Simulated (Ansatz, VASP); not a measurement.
One calculation of HfS2, two programs

```
S Hf
1.0
     3.69100    0.00000    0.00000
    -1.84550    3.19650    0.00000
     0.00000    0.00000   31.82470
S Hf
2 1
Direct
  0.66667 0.33333 0.45783
  0.33333 0.66667 0.54217
  0.00000 0.00000 0.50000
```

Alike in both runs: task single point; functional PBE; dispersion D3(BJ); k mesh 9 × 9 × 1; occupations gaussian, width 0.02 eV; no spin polarisation.

|  | VASP | Ansatz |
| --- | --- | --- |
| version | VASP 6.6.1 | Ansatz 0.2.0 |
| potentials or method | VASP PAW PBE potentials, release 64 (S, Hf_pv), cutoff 400 eV | scalar-relativistic, plane waves, PAW |
| valence electrons in the cell | 22 | 38 |

Ansatz gave:

```
gap on the k mesh at the Fermi level (eV) : 1.69
least direct gap on the mesh (eV)         : 2.09
rms of the force components (eV/Å)        : 0.441
```

Task: Which values does VASP return?

Result: gap on the k mesh at the Fermi level (eV): 1.70; least direct gap on the mesh (eV): 2.11; rms of the force components (eV/Å): 0.411.

VASP's potentials hold 22 valence electrons a cell and Ansatz's 38, so a difference there can come from the potentials and not from the codes.

Neither program's run includes spin-orbit coupling.
